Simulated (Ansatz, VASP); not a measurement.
MgO: VASP beside Ansatz

```xyz
4
Lattice="3.3153 0.0000 0.0000 -1.6576 2.8711 0.0000 0.0000 0.0000 5.1215" Properties=species:S:1:pos:R:3 pbc="T T T"
Mg    0.0000    1.9483    0.0324
Mg    1.6576    0.9913    2.5931
O     0.0000    1.8621    2.0398
O     1.6576    0.9050    4.6006
```

Change from the starting cell: mode 11 frozen in at -0.052 Å, equal normal strain along x, y and z +0.0000.

Alike in both runs: task single point; functional PBE; k mesh 9 × 9 × 6; occupations gaussian, width 0.05 eV; no spin polarisation.

|  | VASP | Ansatz |
| --- | --- | --- |
| version | VASP 6.6.1 | Ansatz 0.2.0 |
| potentials or method | VASP PAW PBE potentials, release 64 (Mg, O), cutoff 520 eV | scalar-relativistic, plane waves, PAW |
| valence electrons in the cell | 16 | 32 |

|  | VASP | Ansatz | Ansatz less VASP |
| --- | --- | --- | --- |
| gap on the k mesh at the Fermi level (eV) | 3.37 | 3.40 | +0.020 |
| least direct gap on the mesh (eV) | 3.37 | 3.40 | +0.020 |
| pressure (GPa) | 0.1 | 0.6 | +0.44 |
| traceless stress, the component that is largest in VASP (GPa) | -2.10 | -2.07 | +0.026 |
| rms of the force components (eV/Å) | 0.462 | 0.457 | -0.0051 |

Atom by atom the forces differ by 0.005 eV/Å (rms over components). VASP's potentials hold 16 valence electrons a cell and Ansatz's 32, so a difference there can come from the potentials and not from the codes.
